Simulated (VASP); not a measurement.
ScCd2:

```
Sc Cd
1.0
     6.04809    0.00000    0.00000
     0.00000    6.04809    0.00000
     0.00000    0.00000    3.89558
Sc Cd
2 4
Direct
  0.00000 0.00000 0.00000
  0.50000 0.50000 0.50000
  0.30600 0.30600 0.00000
  0.19400 0.80600 0.50000
  0.69400 0.69400 0.00000
  0.80600 0.19400 0.50000
```

```yaml
Program: VASP 6.6.1
Task: relaxation of cell and atoms
Functional: PBE
Potentials_or_basis: VASP PAW PBE potentials, release 64 (Sc_sv, Cd)
Cutoff: 600 eV
k_mesh: 4 × 4 × 4
Occupations: gaussian, width 0.1 eV
Spin: no spin polarisation
```

At the start: pressure 18.1 GPa; volume 23.75 Å³/atom.

Q: How do energy, volume and symmetry change on relaxing?

A: Over 8 steps the energy falls by 400.1 meV/atom and the volume is 33.02 Å³/atom (+39.0 %); space group P4_2/mnm (No. 136, to 0.1 Å) before and after.

Step by step:
| step | energy change (eV) | largest force (eV/Å) | pressure (GPa) | volume (Å³) |
| --- | --- | --- | --- | --- |
| 1 | 0.0000 | 0.9926 | 18.07 | 142.50 |
| 2 | -2.3595 | 0.2689 | -0.72 | 205.04 |
| 3 | -2.3869 | 0.2053 | 0.31 | 195.55 |
| 4 | -2.3875 | 0.2178 | 0.05 | 197.09 |
| 5 | -2.3961 | 0.1336 | -0.01 | 197.97 |
| 6 | -2.3996 | 0.0505 | -0.10 | 198.86 |
| 7 | -2.3997 | 0.0351 | -0.13 | 199.01 |
| 8 | -2.4008 | 0.0300 | 0.00 | 198.13 |

Final structure:
```yaml
crystal:
  lattice:
    - [6.67841, 0.00000, 0.00000]
    - [0.00000, 6.67841, 0.00000]
    - [0.00000, 0.00000, 4.44224]
  atoms:
    - { symbol: Sc, position: [0.00000, 0.00000, 0.00000] }
    - { symbol: Sc, position: [0.50000, 0.50000, 0.50000] }
    - { symbol: Cd, position: [0.30358, 0.30358, 0.00000] }
    - { symbol: Cd, position: [0.19642, 0.80358, 0.50000] }
    - { symbol: Cd, position: [0.69642, 0.69642, 0.00000] }
    - { symbol: Cd, position: [0.80358, 0.19642, 0.50000] }
```

Caveat: the k points lie up to 0.35 Å⁻¹ apart in the final cell, too coarse for converged energies and pressures of a metal; the volume moved by over 15 % at a fixed basis, so the end points are rough.
